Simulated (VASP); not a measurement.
Re, 3 atoms in the cell. Symmetry: P6/mmm, No. 191, hexagonal system. Conventional cell: a = 4.311 Å, b = 4.311 Å, c = 2.711 Å, α = 90.00°, β = 90.00°, γ = 120.00°. Within 3.6 Å of Re (site symmetry 6/mmm) lie 14 Re at 2.71 to 2.83 Å. Re (site symmetry -6m2) has 11 Re at 2.49 to 2.83 Å within 3.3 Å.  This cell differs from its parent crystal: volume scaled by 0.92.

* Program: VASP 6.6.1
* Task: single point
* Functional: BLYP
* Potentials or basis: VASP PAW PBE potentials, release 64 (Re)
* Cutoff: 520 eV
* k mesh: 9 × 9 × 13
* Occupations: fermi-dirac, width 0.1 eV
* Spin: no spin polarisation
* Dipole correction: no
* Further INCAR settings: ALGO = Normal; EDIFF = 1e-06; NBANDS = 18

Potentials or basis: VASP PAW PBE potentials, release 64 (Re).

Command:

```console
$ cat potpaw_PBE.64/Re/POTCAR > POTCAR
$ mpirun -np 1 vasp_std > vasp.out
```

Hardware: 1 thread of Intel(R) Xeon(R) Platinum 8559C (Emerald Rapids), with other jobs on the host.

Problem. Estimate the wall time of this run.

Solution. Wall time 38 s on 1 thread of Intel(R) Xeon(R) Platinum 8559C (Emerald Rapids), with other jobs on the host, peak memory 0.19 GiB. Counts: scf iterations 13, k points 84.
